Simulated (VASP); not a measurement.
# GaSb (I-4m2) in VASP: notebook, part 2 of 2

VASP 6.6.1.

## 3. Single point, PBE

This run uses another cell than the first one, of the same volume but with other edges.

File INCAR:

```
PREC = Accurate ; ENCUT = 500
EDIFF = 1E-6 ; ISMEAR = 0
SIGMA = 0.15 ; LREAL = F
LASPH = T ; NELM = 120
ALGO = Normal ; ISIF = 2
LWAVE = F ; LCHARG = T
GGA = PE ; LELF = T
LVHAR = T ; NBANDS = 16
GGA_COMPAT = F
```

File KPOINTS:

```
regular mesh
0
Gamma
  12 12 12
```

File POSCAR:

```
GaSb
1.0
    0.0000000000      2.7653703121      3.2780513251
    3.2780513251      0.0000000000      3.2780513251
    3.2780513251      2.7653703121      0.0000000000
Ga Sb
1 1
Direct
    0.0000000000      0.0000000000      0.0000000000
    0.7500000000      0.7500000000      0.7500000000
```

Potentials or basis: VASP PAW PBE potentials, release 64 (Ga_d, Sb).

Run with:

```console
$ cat potpaw_PBE.64/Ga_d/POTCAR potpaw_PBE.64/Sb/POTCAR > POTCAR
$ mpirun -np 1 vasp_std > vasp.out
```

OUTCAR:

```text
PREC = Accurate
   ENCUT = 500
   EDIFF = 1E-6
   ISMEAR = 0
   LREAL = F
   LASPH = T
   NELM = 120
   ISIF = 2
   GGA = PE

 ion  position               nearest neighbor table
   1  0.000  0.000  0.000-   2 2.70   2 2.70   2 2.70   2 2.70
   2  0.750  0.750  0.750-   1 2.70   1 2.70   1 2.70   1 2.70

  LATTYP: Found a body centered tetragonal cell.
 ALAT       =     4.6358646421
 C/A-ratio  =     1.1930332422

  Lattice vectors:

 A1 = (   0.0000000000,  -2.7653703121,   3.2780513251)
 A2 = (   0.0000000000,  -2.7653703121,  -3.2780513251)
 A3 = (   3.2780513251,   2.7653703121,   0.0000000000)

Analysis of symmetry for initial positions (statically):
=====================================================================
 Subroutine PRICEL returns:
 Original cell was already a primitive cell.

 Routine SETGRP: Setting up the symmetry group for a
 body centered tetragonal supercell.

 Subroutine GETGRP returns: Found  8 space group operations
 (whereof  8 operations were pure point group operations)
 out of a pool of 16 trial point group operations.

The static configuration has the point symmetry D_2d.

Analysis of symmetry for dynamics (positions and initial velocities):
=====================================================================
 Subroutine PRICEL returns:
 Original cell was already a primitive cell.

 Routine SETGRP: Setting up the symmetry group for a
 body centered tetragonal supercell.

 Subroutine GETGRP returns: Found  8 space group operations
 (whereof  8 operations were pure point group operations)
 out of a pool of 16 trial point group operations.

The dynamic configuration has the point symmetry D_2d.

 Subroutine INISYM returns: Found  8 space group operations
 (whereof  8 operations are pure point group operations),
 and found     1 'primitive' translations

----------------------------------------------------------------------------------------

                                     Primitive cell

  volume of cell :      59.4312

  direct lattice vectors                    reciprocal lattice vectors
     0.000000000  2.765370312  3.278051325    -0.152529644  0.180807611  0.152529644
     3.278051325  0.000000000  3.278051325     0.152529644 -0.180807611  0.152529644
     3.278051325  2.765370312  0.000000000     0.152529644  0.180807611 -0.152529644

  length of vectors
     4.288693677  4.635864642  4.288693677     0.281463988  0.281463988  0.281463988

  position of ions in fractional coordinates (direct lattice)
     0.000000000  0.000000000  0.000000000
     0.750000000  0.750000000  0.750000000

  ion indices of the primitive-cell ions
   primitive index   ion index
                 1           1
                 2           2

----------------------------------------------------------------------------------------

 KPOINTS: regular mesh

Automatic generation of k-mesh.
 Grid dimensions read from file:
 generate k-points for:   12   12   12

 Generating k-lattice:

  Cartesian coordinates                     Fractional coordinates (reciprocal lattice)
    -0.012710804  0.015067301  0.012710804     0.083333333  0.000000000  0.000000000
     0.012710804 -0.015067301  0.012710804     0.000000000  0.083333333  0.000000000
     0.012710804  0.015067301 -0.012710804     0.000000000  0.000000000  0.083333333

  Length of vectors
     0.023455332  0.023455332  0.023455332

  Shift w.r.t. Gamma in fractional coordinates (k-lattice)
     0.000000000  0.000000000  0.000000000

 Subroutine IBZKPT returns following result:
 ===========================================

 Found    163 irreducible k-points:

 Following reciprocal coordinates:
            Coordinates               Weight
  0.000000  0.000000  0.000000      1.000000
  0.083333  0.000000  0.000000      8.000000
  0.166667  0.000000 -0.000000      8.000000
  0.250000  0.000000  0.000000      8.000000
  0.333333  0.000000  0.000000      8.000000
  0.416667  0.000000  0.000000      8.000000
[... 16 lines left out ...]
  0.500000  0.166667  0.000000     16.000000
 -0.416667  0.166667  0.000000     16.000000
 [... further k-points ...]
   k-points           NKPTS =    163   k-points in BZ     NKDIM =    163   number of bands    NBANDS=     16
   number of dos      NEDOS =    301   number of ions     NIONS =      2
   total plane-waves  NPLWV =  36864
   dimension x,y,z NGX =    32 NGY =   36 NGZ =   32
   dimension x,y,z NGXF=    64 NGYF=   72 NGZF=   64
   ions per type =               1   1
   NGX,Y,Z   is equivalent  to a cutoff of  12.40, 12.91, 12.40 a.u.
   NGXF,Y,Z  is equivalent  to a cutoff of  24.81, 25.82, 24.81 a.u.
 SYSTEM =  unknown system
   PREC   = accura    normal or accurate (medium, high low for compatibility)
   ISTART =      0    job   : 0-new  1-cont  2-samecut
   ICHARG =      2    charge: 1-file 2-atom 10-const
   ISPIN  =      1    spin polarized calculation?
   LNONCOLLINEAR =      F non collinear calculations
   LSORBIT =      F    spin-orbit coupling
   LASPH  =      T    aspherical Exc in radial PAW
   ENCUT  =  500.0 eV  36.75 Ry    6.06 a.u.   7.82  8.45  7.82*2*pi/ulx,y,z
   NELM   =    120;   NELMIN=  2; NELMDL= -5     # of ELM steps
   EDIFF  = 0.1E-05   stopping-criterion for ELM
   LREAL  =      F    real-space projection
   EDIFFG = 0.1E-04   stopping-criterion for IOM
   NSW    =      0    number of steps for IOM
   IBRION =     -1    ionic relax: 0-MD 1-quasi-New 2-CG
   NFREE  =      0    steps in history (QN), initial steepest desc. (CG)
   ISIF   =      2    stress and relaxation
   ISYM   =      2    0-nonsym 1-usesym 2-fastsym
   POTIM  = 0.5000    time-step for ionic-motion
   TEBEG  =    0.0;   TEEND  =   0.0 temperature during run
   PSTRESS=    0.0 pullay stress
   NELECT =      18.0000    total number of electrons
   NUPDOWN=      -1.0000    fix difference up-down
   EMIN   =  10.00;   EMAX   =-10.00  energy-range for DOS
   EFERMI =   0.00;   METHOD = LEGACY
   ISMEAR =     0;   SIGMA  =   0.15  broadening in eV -4-tet -1-fermi 0-gaus
   EFERMI_NEDOS =   21; number of points for ismear=-14 and -15
   IALGO  =     38    algorithm
   IMIX   =      4    mixing-type and parameters
     AMIX     =   0.40;   BMIX     =  1.00
     AMIX_MAG =   1.60;   BMIX_MAG =  1.00
  volume/ion in A,a.u.               =      29.72       200.53
  Fermi-wavevector in a.u.,A,eV,Ry     =   1.099413  2.077589 16.445474  1.208708
  Thomas-Fermi vector in A             =   2.235807
   LORBIT       =      0    0 simple, 1 ext, 2 COOP (PROOUT), +10 PAW based schemes
   GGA     = PE    functional components
   LHFCALC =     F    Hartree Fock is set to
   AEXX    =    0.0000 exact exchange contribution
   IVDW    =     0    specifies the selected vdW correction
   LEPSILON=     F    determine dielectric tensor
   LRPA    =     F    only Hartree local field effects (RPA)
 non-spin polarized calculation
 Gauss-broadening in eV      SIGMA  =   0.15
  energy-cutoff  :      500.00
  volume of cell :       59.43
 maximum number of plane-waves:      1543
   NGX = 15   NGY = 17   NGZ = 15

 number of electron      17.9999999 magnetization

 Free energy of the ion-electron system (eV)
  ---------------------------------------------------
  ext. energy  EPLUGINS =         0.00000000
  ---------------------------------------------------
  free energy    TOTEN  =        -7.25551157 eV

  energy without entropy =       -7.25351943  energy(sigma->0) =       -7.25451550

 E-fermi :   4.6027     XC(G=0):  -8.9623

 val. band max:        4.5990116354   @ k =   0.0833   0.0000   0.0000
 cond. band min:       4.6286018405   @ k =   0.3333   0.0000   0.3333
 fundamental gap:      0.0295902051
 Fermi energy:         4.6026886109

 k-point     1 :       0.0000    0.0000    0.0000
  band No.  band energies     occupation
      1     -10.4799      2.00000
      2     -10.4799      2.00000
      3     -10.4568      2.00000
      4     -10.4469      2.00000
      5     -10.4190      2.00000
      6      -6.6805      2.00000
[... 8 lines left out ...]
     15      11.7471      0.00000
     16      12.9922      0.00000
[... 419 lines left out ...]
 k-point    24 :      -0.4167    0.1667    0.0000
  band No.  band energies     occupation
      1     -10.4976      2.00000
      2     -10.4668      2.00000
      3     -10.4566      2.00000
      4     -10.4468      2.00000
      5     -10.4163      2.00000
      6      -4.9672      2.00000
[... 8 lines left out ...]
     15      13.5264      0.00000
     16      13.9433      0.00000

 [... further k-points ...]

------------------------ aborting loop because EDIFF is reached ----------------------------------------

  FORCE on cell =-STRESS in cart. coord.  units (eV):
  Direction    XX          YY          ZZ          XY          YZ          ZX
  --------------------------------------------------------------------------------------
  -------------------------------------------------------------------------------------
  Total       -0.5108715      1.2406030     -0.5108715      0.0000000     -0.0000000      0.0000000
  in kB      -13.7723325     33.4448024    -13.7723325      0.0000000     -0.0000000      0.0000000
  external PRESSURE =       1.9667125 kB  Pullay stress =       0.0000000 kB

 VOLUME and BASIS-vectors are now :
 -----------------------------------------------------------------------------
  energy-cutoff  :      500.00
  volume of cell :       59.43
      direct lattice vectors                 reciprocal lattice vectors
     0.000000000  2.765370312  3.278051325    -0.152529644  0.180807611  0.152529644
     3.278051325  0.000000000  3.278051325     0.152529644 -0.180807611  0.152529644
     3.278051325  2.765370312  0.000000000     0.152529644  0.180807611 -0.152529644

 POSITION                                       TOTAL-FORCE (eV/Angst)
 -----------------------------------------------------------------------------------
      0.00000      0.00000      0.00000         0.000000      0.000000      0.000000
      4.91708      4.14806      4.91708        -0.000000      0.000000     -0.000000
 -----------------------------------------------------------------------------------
    total drift:                                0.000002     -0.000002      0.000002

  FREE ENERGIE OF THE ION-ELECTRON SYSTEM (eV)
  ---------------------------------------------------
  free  energy   TOTEN  =        -7.2555115688 eV

  energy  without entropy=       -7.2535194268  energy(sigma->0) =       -7.25451550
```

It took 54 s on 1 thread of Intel Xeon 6975P-C (Granite Rapids), shared host; peak memory 0.29 GiB.

Results:

```yaml
Free_energy: -7.2555 eV
Pressure: 0.2 GPa
Band_gap_on_the_k_mesh: zero (bands 9 and 10 overlap by 0.09 eV)
```

Caveat: the cell differs from its parent crystal (strain +e along x and -e along y +0.0000, strain +e along z and -e/2 along x and y -0.1100); semilocal functionals underestimate gaps, and a narrow one can read as zero; spin-orbit coupling is left out, which moves the levels of the heavy elements.

The gap in the log of VASP goes by the Fermi energy; the results here count the filled bands.